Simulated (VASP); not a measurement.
Wanted: the native input for a VASP 6.6.1 run.

- Task: single point
- Functional: PBE
- Potentials or basis: VASP PAW PBE potentials, release 64 (Rh_pv)
- Cutoff: 520 eV
- k mesh: 18 × 18 × 7
- Occupations: gaussian, width 0.1 eV
- Spin: no spin polarisation
- Dipole correction: no
- Further INCAR settings: ALGO = Fast; EDIFF = 1e-07; NBANDS = 30

The structure of Rh lies in POSCAR:

```
Rh
1.0
    2.7085490004      0.0000000000      0.0000000000
   -1.3542745002      2.3456722418      0.0000000000
    0.0000000000      0.0000000000      6.6319589428
Rh
3
Direct
    0.0000000000      0.0000000000      0.0000000000
    0.3333333333      0.6666666667      0.3333333333
    0.6666666667      0.3333333333      0.6666666667
```

These files were run (other wordings do the same):

INCAR

```
SYSTEM = Rh
ALGO = Fast
EDIFF = 1E-7
ENCUT = 520
GGA = PE
ISIF = 2
ISMEAR = 0
LASPH = .True.
LCHARG = .True.
LELF = .True.
LREAL = .False.
LVHAR = .True.
LWAVE = .False.
NBANDS = 30
NELM = 80
PREC = Accurate
SIGMA = 0.1
```

KPOINTS

```
k-points
0
Gamma
  18 18 7
  0 0 0
```

Potentials or basis: VASP PAW PBE potentials, release 64 (Rh_pv).

Run with:

```console
$ cat potpaw_PBE.64/Rh_pv/POTCAR > POTCAR
$ mpirun -np 1 vasp_std > vasp.out
```

It gave:

The pressure is 0.0 GPa.

Run time: 5.3 min on 1 thread of Intel(R) Xeon(R) Platinum 8259CL CPU @ 2.50GHz (Skylake/Cascade Lake) (shared host), peak memory 0.31 GiB.
